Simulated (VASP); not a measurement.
# Ga (I4/mmm) in VASP: a series of runs, part 2 of 2

VASP 6.6.1. Earlier steps stand in the parts before.

### 3 Single point, r2SCAN (17.34 Å³/atom)

This run uses another cell than the first one, of 17.34 Å³/atom.

POSCAR

```
Ga
1.0
   -1.3894702492      1.3894702492      2.2457424303
    1.3894702492     -1.3894702492      2.2457424303
    1.3894702492      1.3894702492     -2.2457424303
Ga
1
Direct
    0.0000000000      0.0000000000      0.0000000000
```

INCAR.step1

```
SYSTEM = Ga
PREC = Accurate
ENCUT = 520
ISMEAR = 0
SIGMA = 0.1
LREAL = .False.
LASPH = .True.
NELM = 60
NBANDS = 12
GGA = PE
ALGO = Normal
EDIFF = 1E-4
LWAVE = .True.
LCHARG = .False.
```

INCAR.step2

```
SYSTEM = Ga
PREC = Accurate
ENCUT = 520
EDIFF = 1E-6
ISMEAR = 0
SIGMA = 0.1
LREAL = .False.
LASPH = .True.
NELM = 60
ALGO = Normal
ISIF = 2
LWAVE = .False.
LCHARG = .False.
METAGGA = R2SCAN
LMIXTAU = .True.
NBANDS = 12
ISTART = 1
```

KPOINTS

```
Automatic mesh
0
Gamma
  20 20 20
  0 0 0
```

Potentials or basis: VASP PAW PBE potentials, release 64 (Ga_d).

Started as:

```
$ cat potpaw_PBE.64/Ga_d/POTCAR > POTCAR
$ cp INCAR.step1 INCAR
$ mpirun -np 1 vasp_std > vasp.out
$ cp INCAR.step2 INCAR
$ mpirun -np 1 vasp_std > vasp.out
```

OUTCAR:

```text
SYSTEM = Ga
   PREC = Accurate
   ENCUT = 520
   EDIFF = 1E-6
   ISMEAR = 0
   LREAL = .False.
   LASPH = .True.
   NELM = 60
   ISIF = 2
   METAGGA = R2SCAN
   ISTART = 1

 ion  position               nearest neighbor table
   1  0.000  0.000  0.000-

  LATTYP: Found a body centered tetragonal cell.
 ALAT       =     2.7789404984
 C/A-ratio  =     1.6162580175

  Lattice vectors:

 A1 = (  -1.3894702492,   1.3894702492,   2.2457424303)
 A2 = (   1.3894702492,  -1.3894702492,   2.2457424303)
 A3 = (   1.3894702492,   1.3894702492,  -2.2457424303)

Analysis of symmetry for initial positions (statically):
=====================================================================
 Subroutine PRICEL returns:
 Original cell was already a primitive cell.

 Routine SETGRP: Setting up the symmetry group for a
 body centered tetragonal supercell.

 Subroutine GETGRP returns: Found 16 space group operations
 (whereof 16 operations were pure point group operations)
 out of a pool of 16 trial point group operations.

The static configuration has the point symmetry D_4h.

Analysis of symmetry for dynamics (positions and initial velocities):
=====================================================================
 Subroutine PRICEL returns:
 Original cell was already a primitive cell.

 Routine SETGRP: Setting up the symmetry group for a
 body centered tetragonal supercell.

 Subroutine GETGRP returns: Found 16 space group operations
 (whereof 16 operations were pure point group operations)
 out of a pool of 16 trial point group operations.

The dynamic configuration has the point symmetry D_4h.

 Subroutine INISYM returns: Found 16 space group operations
 (whereof 16 operations are pure point group operations),
 and found     1 'primitive' translations

----------------------------------------------------------------------------------------

                                     Primitive cell

  volume of cell :      17.3428

  direct lattice vectors                    reciprocal lattice vectors
    -1.389470249  1.389470249  2.245742430     0.000000000  0.359849374  0.222643520
     1.389470249 -1.389470249  2.245742430     0.359849374  0.000000000  0.222643520
     1.389470249  1.389470249 -2.245742430     0.359849374  0.359849374  0.000000000

  length of vectors
     2.984060021  2.984060021  2.984060021     0.423156838  0.423156838  0.508903866

  position of ions in fractional coordinates (direct lattice)
     0.000000000  0.000000000  0.000000000

  ion indices of the primitive-cell ions
   primitive index   ion index
                 1           1

----------------------------------------------------------------------------------------

 KPOINTS: Automatic mesh

Automatic generation of k-mesh.
 Grid dimensions read from file:
 generate k-points for:   20   20   20

 Generating k-lattice:

  Cartesian coordinates                     Fractional coordinates (reciprocal lattice)
     0.000000000  0.017992469  0.011132176     0.050000000  0.000000000 -0.000000000
     0.017992469  0.000000000  0.011132176     0.000000000  0.050000000 -0.000000000
     0.017992469  0.017992469  0.000000000     0.000000000  0.000000000  0.050000000

  Length of vectors
     0.021157842  0.021157842  0.025445193

  Shift w.r.t. Gamma in fractional coordinates (k-lattice)
     0.000000000  0.000000000  0.000000000

 Subroutine IBZKPT returns following result:
 ===========================================

 Found    641 irreducible k-points:

 Following reciprocal coordinates:
            Coordinates               Weight
  0.000000  0.000000  0.000000      1.000000
  0.050000  0.000000 -0.000000      8.000000
  0.100000 -0.000000  0.000000      8.000000
  0.150000  0.000000  0.000000      8.000000
  0.200000 -0.000000  0.000000      8.000000
  0.250000 -0.000000  0.000000      8.000000
[... 16 lines left out ...]
 -0.400000  0.050000  0.000000     16.000000
 -0.350000  0.050000  0.000000     16.000000
 [... further k-points ...]
   k-points           NKPTS =    641   k-points in BZ     NKDIM =    641   number of bands    NBANDS=     12
   number of dos      NEDOS =    301   number of ions     NIONS =      1
   total plane-waves  NPLWV =  13824
   dimension x,y,z NGX =    24 NGY =   24 NGZ =   24
   dimension x,y,z NGXF=    48 NGYF=   48 NGZF=   48
   ions per type =               1
   NGX,Y,Z   is equivalent  to a cutoff of  13.37, 13.37, 13.37 a.u.
   NGXF,Y,Z  is equivalent  to a cutoff of  26.74, 26.74, 26.74 a.u.
 SYSTEM =  Ga
   PREC   = accura    normal or accurate (medium, high low for compatibility)
   ISTART =      1    job   : 0-new  1-cont  2-samecut
   ICHARG =      0    charge: 1-file 2-atom 10-const
   ISPIN  =      1    spin polarized calculation?
   LNONCOLLINEAR =      F non collinear calculations
   LSORBIT =      F    spin-orbit coupling
   LASPH  =      T    aspherical Exc in radial PAW
   ENCUT  =  520.0 eV  38.22 Ry    6.18 a.u.   5.55  5.55  5.55*2*pi/ulx,y,z
   NELM   =     60;   NELMIN=  2; NELMDL=  0     # of ELM steps
   EDIFF  = 0.1E-05   stopping-criterion for ELM
   LREAL  =      F    real-space projection
   EDIFFG = 0.1E-04   stopping-criterion for IOM
   NSW    =      0    number of steps for IOM
   IBRION =     -1    ionic relax: 0-MD 1-quasi-New 2-CG
   NFREE  =      0    steps in history (QN), initial steepest desc. (CG)
   ISIF   =      2    stress and relaxation
   ISYM   =      2    0-nonsym 1-usesym 2-fastsym
   POTIM  = 0.5000    time-step for ionic-motion
   TEBEG  =    0.0;   TEEND  =   0.0 temperature during run
   PSTRESS=    0.0 pullay stress
   NELECT =      13.0000    total number of electrons
   NUPDOWN=      -1.0000    fix difference up-down
   EMIN   =  10.00;   EMAX   =-10.00  energy-range for DOS
   EFERMI =   0.00;   METHOD = LEGACY
   ISMEAR =     0;   SIGMA  =   0.10  broadening in eV -4-tet -1-fermi 0-gaus
   EFERMI_NEDOS =   21; number of points for ismear=-14 and -15
   IALGO  =     38    algorithm
   IMIX   =      4    mixing-type and parameters
     AMIX     =   0.40;   BMIX     =  1.00
     AMIX_MAG =   1.60;   BMIX_MAG =  1.00
  volume/ion in A,a.u.               =      17.34       117.03
  Fermi-wavevector in a.u.,A,eV,Ry     =   1.487133  2.810274 30.090161  2.211564
  Thomas-Fermi vector in A             =   2.600332
   LORBIT       =      0    0 simple, 1 ext, 2 COOP (PROOUT), +10 PAW based schemes
   METAGGA = R2SCAN    functional components
   LHFCALC =     F    Hartree Fock is set to
   AEXX    =    0.0000 exact exchange contribution
   IVDW    =     0    specifies the selected vdW correction
   LEPSILON=     F    determine dielectric tensor
   LRPA    =     F    only Hartree local field effects (RPA)
 non-spin polarized calculation
 Gauss-broadening in eV      SIGMA  =   0.10
  energy-cutoff  :      520.00
  volume of cell :       17.34
 maximum number of plane-waves:       485
 NGX is ok and might be reduce to    24
   NGX = 11   NGY = 11   NGZ = 11

 number of electron      13.0000000 magnetization

 Free energy of the ion-electron system (eV)
  ---------------------------------------------------
  ext. energy  EPLUGINS =         0.00000000
  ---------------------------------------------------
  free energy    TOTEN  =       -11.30693120 eV

  energy without entropy =      -11.30522061  energy(sigma->0) =      -11.30607590

 E-fermi :   6.3130     XC(G=0): -12.6702

 val. band max:        6.3085279717   @ k =   0.3000   0.2000   0.0500
 cond. band min:       6.3133901836   @ k =  -0.2500   0.5000   0.2500
 fundamental gap:      0.0048622119
 Fermi energy:         6.3129955835

 k-point     1 :       0.0000    0.0000    0.0000
  band No.  band energies     occupation
      1      -9.3836      2.00000
      2      -9.2171      2.00000
      3      -9.2171      2.00000
      4      -9.2150      2.00000
      5      -9.0376      2.00000
      6      -6.0729      2.00000
      7      20.2399      0.00000
      8      20.2400      0.00000
      9      20.2892      0.00000
     10      23.5134      0.00000
     11      23.6439      0.00000
     12      24.4274      0.00000
[... 331 lines left out ...]
 k-point    24 :      -0.3500    0.0500    0.0000
  band No.  band energies     occupation
      1      -9.3543      2.00000
      2      -9.3168      2.00000
      3      -9.1829      2.00000
      4      -9.0635      2.00000
      5      -9.0292      2.00000
      6      -2.6513      2.00000
      7       7.0248      0.00000
      8      15.6016      0.00000
      9      18.9162      0.00000
     10      20.6436      0.00000
     11      22.8072      0.00000
     12      24.9890      0.00000

 [... further k-points ...]

------------------------ aborting loop because EDIFF is reached ----------------------------------------

  FORCE on cell =-STRESS in cart. coord.  units (eV):
  Direction    XX          YY          ZZ          XY          YZ          ZX
  --------------------------------------------------------------------------------------
  -------------------------------------------------------------------------------------
  Total        0.2130210      0.2130210      0.2040783      0.0000000      0.0000000      0.0000000
  in kB       19.6795235     19.6795235     18.8533649      0.0000000      0.0000000      0.0000000
  external PRESSURE =      19.4041373 kB  Pullay stress =       0.0000000 kB

 VOLUME and BASIS-vectors are now :
 -----------------------------------------------------------------------------
  energy-cutoff  :      520.00
  volume of cell :       17.34
      direct lattice vectors                 reciprocal lattice vectors
    -1.389470249  1.389470249  2.245742430     0.000000000  0.359849374  0.222643520
     1.389470249 -1.389470249  2.245742430     0.359849374  0.000000000  0.222643520
     1.389470249  1.389470249 -2.245742430     0.359849374  0.359849374  0.000000000

 POSITION                                       TOTAL-FORCE (eV/Angst)
 -----------------------------------------------------------------------------------
      0.00000      0.00000      0.00000        -0.000000      0.000000     -0.000000
 -----------------------------------------------------------------------------------
    total drift:                                0.000000      0.000000     -0.000000

  FREE ENERGIE OF THE ION-ELECTRON SYSTEM (eV)
  ---------------------------------------------------
  free  energy   TOTEN  =       -11.3069311953 eV

  energy  without entropy=      -11.3052206117  energy(sigma->0) =      -11.30607590
```

Wall time 9.1 min (1 thread of Intel Xeon 8259CL, shared host); peak memory 0.26 GiB.

What came out:

| Quantity | Value |
| --- | --- |
| Free energy | -11.3069 eV |
| Pressure | 1.9 GPa |
| Band gap on the k mesh | zero (an odd number of electrons rules out a gap without spin polarisation) |

Stress tensor (GPa, compression positive):
```
1.97 0.00 0.00
0.00 1.97 0.00
0.00 0.00 1.89
```

Caveat: the PAW data sets were made with another functional, which shifts forces and pressure a little.
